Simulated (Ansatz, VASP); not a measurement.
InSb: VASP beside Ansatz

The input INCAR:

```
PREC = Accurate
ENCUT = 400
EDIFF = 1E-6
ISMEAR = 0
SIGMA = 0.1
LREAL = F
LASPH = T
NELM = 120
ALGO = Normal
ISIF = 2
LWAVE = F
LCHARG = F
LDIPOL = T
IDIPOL = 3
DIPOL = 0.5 0.5 0.454
GGA = PE
IVDW = 12
NBANDS = 66
GGA_COMPAT = F
NELMDL = -8
```

KPOINTS

```
regular mesh
0
Gamma
  2 3 1
```

File POSCAR:

```
InSb
1.0
    9.2586444710      0.0000000000      0.0000000000
    0.0000000000      6.5468502901      0.0000000000
    0.0000000000      0.0000000000     22.6293222355
In Sb
6 6
Direct
    0.2500000000      0.5000000000      0.3535236238
    0.7500000000      0.5000000000      0.3535236238
    0.5004896782      0.0718863139      0.4693151391
    0.0006899417      0.0719053768      0.4693187148
    0.7506136576      0.4997567012      0.5301707727
    0.2505982070      0.5017146481      0.5304909416
    0.5000000000      0.2500000000      0.3535236238
    0.0000000000      0.2500000000      0.3535236238
    0.7505547622      0.8199224429      0.4443143017
    0.2505451876      0.8202897419      0.4437922310
    0.0003722288      0.3010951574      0.5761001246
    0.5008193239      0.3011117469      0.5760877950
```

Input for Ansatz:

```yaml
crystal:
  lattice:
    - [9.258644471, 0.0, 0.0]
    - [0.0, 6.5468502901, 0.0]
    - [0.0, 0.0, 22.6293222355]
  atoms:
    - { symbol: In, position: [0.25, 0.5, 0.3535236238] }
    - { symbol: In, position: [0.75, 0.5, 0.3535236238] }
    - { symbol: Sb, position: [0.5, 0.25, 0.3535236238] }
    - { symbol: Sb, position: [0.0, 0.25, 0.3535236238] }
    - { symbol: In, position: [0.5004896782, 0.0718863139, 0.4693151391] }
    - { symbol: In, position: [0.0006899417, 0.0719053768, 0.4693187148] }
    - { symbol: Sb, position: [0.7505547622, 0.8199224429, 0.4443143017] }
    - { symbol: Sb, position: [0.2505451876, 0.8202897419, 0.443792231] }
    - { symbol: In, position: [0.7506136576, 0.4997567012, 0.5301707727] }
    - { symbol: In, position: [0.250598207, 0.5017146481, 0.5304909416] }
    - { symbol: Sb, position: [0.0003722288, 0.3010951574, 0.5761001246] }
    - { symbol: Sb, position: [0.5008193239, 0.3011117469, 0.576087795] }
basis:
  ecutwfc: 420
kpoints:
  mp_grid: { grid: [2, 3, 1] }
hamiltonian:
  xc: pbe
  dispersion: d3bj
scf:
  occupations: { method: gaussian, width: 0.1 }
output:
  forces: true
  eigenvalues: true
  write_density: true
  volumetric_format: npy
efield:
  axis: 3
  dipole_correction: true
  ramp_width: 0.04
```

Alike in both runs: task single point; functional PBE; dispersion D3(BJ); k mesh 2 × 3 × 1; occupations gaussian, width 0.1 eV; no spin polarisation.

```csv
,VASP,Ansatz
version,VASP 6.6.1,Ansatz 0.2.0
potentials or method,"VASP PAW PBE potentials, release 64 (In_d, Sb), cutoff 400 eV","scalar-relativistic, plane waves, PAW"
valence electrons in the cell,108,168
```

```csv
,VASP,Ansatz,Ansatz less VASP
gap on the k mesh at the Fermi level (eV),0.18,0.18,+0.006
least direct gap on the mesh (eV),0.30,0.30,+0.009
rms of the force components (eV/Å),0.232,0.232,-0.0001
```

VASP's potentials hold 108 valence electrons a cell and Ansatz's 168, so a difference there can come from the potentials and not from the codes.

Neither program's run includes spin-orbit coupling.
